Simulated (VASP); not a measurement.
Set up this calculation in VASP 6.6.1, as the native input.

| Item | Value |
| --- | --- |
| Task | relaxation of cell and atoms |
| Functional | LDA |
| Potentials or basis | VASP PAW LDA potentials, release 64 (Ca_sv) |
| Cutoff | 600 eV |
| k mesh | 10 × 10 × 6 |
| Occupations | fermi-dirac, width 0.08 eV |
| Spin | no spin polarisation |
| Target pressure | 55 GPa |
| Dipole correction | no |
| Further INCAR settings | ALGO = Normal; EDIFF = 1e-06; IBRION = 2; EDIFFG = -0.005; NSW = 60; ISIF = 3 |

The structure of Ca lies in POSCAR:

```
Ca
1.0
    3.7078345252      0.0000000000      0.0000000000
   -1.8539172626      3.2110788919      0.0000000000
    0.0000000000      0.0000000000      5.2651250259
Ca
4
Direct
    0.0000000000      0.0000000000      0.0000000000
    0.0000000000      0.0000000000      0.5000000000
    0.3333333333      0.6666666667      0.2500000000
    0.6666666667      0.3333333333      0.7500000000
```

This isn't the form of Ca at room conditions, which is fcc.

The input as run:

INCAR

```
SYSTEM = Ca
PREC = Accurate ; ENCUT = 600
EDIFF = 1E-6 ; ISMEAR = -1
SIGMA = 0.08 ; LREAL = .FALSE.
LASPH = .TRUE. ; NELM = 100
ALGO = Normal ; ISIF = 3
LWAVE = .FALSE. ; LCHARG = .FALSE.
IBRION = 2 ; NSW = 60
EDIFFG = -0.005 ; PSTRESS = 550.0
```

KPOINTS

```
Automatic mesh
0
G
  10 10 6
  0 0 0
```

Potentials or basis: VASP PAW LDA potentials, release 64 (Ca_sv).

The run is started by

```bash
$ cat potpaw_LDA.64/Ca_sv/POTCAR > POTCAR
$ mpirun -np 1 vasp_std > vasp.out
```

It gave:

```yaml
Relaxed_volume: 15.54 Å³/atom
Relaxed_cell: a = 2.861 Å, b = 2.861 Å, c = 8.771 Å, α = 90.00°, β = 90.00°, γ = 120.00°
Space_group_after_relaxing_to_0.1_Å: P6_3/mmc (No. 194)
Energy_change_on_relaxing_the_run_minimises_the_enthalpy: -330.4 meV/atom
Ionic_steps: 19
Pressure_after_relaxing: 55.0 GPa
Band_gap_on_the_k_mesh: zero (bands 20 and 21 overlap by 0.92 eV)
```

Caveat: the cell is relaxed towards a set pressure, so the run minimises the enthalpy, not the energy; a cell axis changed by over 15 % at a fixed basis, so the end point is rough.

Wall time 13 min on 1 thread of Intel(R) Xeon(R) Platinum 8559C (Emerald Rapids) (shared host), peak memory 0.23 GiB.
